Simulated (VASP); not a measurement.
TePb:

```
Te Pb
1.0
     0.00000    3.23100    3.23100
     3.23100    0.00000    3.23100
     3.23100    3.23100    0.00000
Te Pb
1 1
Cartesian
  3.2310 3.2310 3.2310
  0.0000 0.0000 0.0000
```

| Quantity | Value |
| --- | --- |
| Program | VASP 6.6.1 |
| Task | relaxation of cell and atoms |
| Functional | r2SCAN |
| Potentials or basis | VASP PAW PBE potentials, release 64 (Te, Pb_d) |
| Cutoff | 600 eV |
| k mesh | 10 × 10 × 10 |
| Occupations | fermi-dirac, width 0.08 eV |
| Spin | no spin polarisation |

At the start: pressure 1.5 GPa; volume 33.73 Å³/atom.

How do energy, volume and symmetry change on relaxing?

Over 3 steps the energy falls by 5.4 meV/atom and the volume is 34.88 Å³/atom (+3.4 %); space group Fm-3m (No. 225, to 0.1 Å) before and after.

Step by step:
| step | energy change (eV) | largest force (eV/Å) | pressure (GPa) | volume (Å³) |
| --- | --- | --- | --- | --- |
| 1 | 0.0000 | 0.0000 | 1.54 | 67.46 |
| 2 | -0.0093 | 0.0000 | -0.53 | 70.67 |
| 3 | -0.0108 | 0.0000 | 0.01 | 69.77 |

Final structure:
```
Te Pb
1.0
     0.00000    3.26745    3.26745
     3.26745    0.00000    3.26745
     3.26745    3.26745    0.00000
Te Pb
1 1
Direct
  0.50000 0.50000 0.50000
  0.00000 0.00000 0.00000
```

Caveat: the PAW data sets were made with another functional, which shifts forces and pressure a little.
